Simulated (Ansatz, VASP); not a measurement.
**HgTe in VASP and in Ansatz**

```xyz
2
Lattice="-0.0645 3.1913 3.1913 3.1913 -0.0645 3.1913 3.1913 3.1913 -0.0645" Properties=species:S:1:pos:R:3 pbc="T T T"
Hg    0.0000    0.0000    0.0000
Te    4.7385    4.7385    4.7385
```

Change from the starting cell: equal xy, yz and zx shear strains of -2 %, crystal datasets.

Alike in both runs: task electric field gradients; functional PBEsol; k mesh 9 × 9 × 9; occupations fermi-dirac, width 0.05 eV; no spin polarisation.

|  | VASP | Ansatz |
| --- | --- | --- |
| version | VASP 6.6.1 | Ansatz 0.2.0 |
| potentials or method | VASP PAW PBE potentials, release 64 (Hg, Te), cutoff 520 eV | all-electron PAW with datasets made for the crystal, scalar-relativistic |

```csv
,VASP,Ansatz,Ansatz less VASP
pressure (GPa),1.5,1.4,-0.12
"traceless stress, the component that is largest in VASP (GPa)",0.89,0.88,-0.013
rms of the force components (eV/Å),0.137,0.133,-0.0037
size of Vzz on the site where it differs most (V/Å²),56.7,45.8,-10.87
```

VASP's potentials were made for PBE, not for PBEsol. Atom by atom the forces differ by 0.004 eV/Å (rms over components). Ansatz ran all-electron here, and VASP with PAW potentials.

Neither program's run includes spin-orbit coupling.
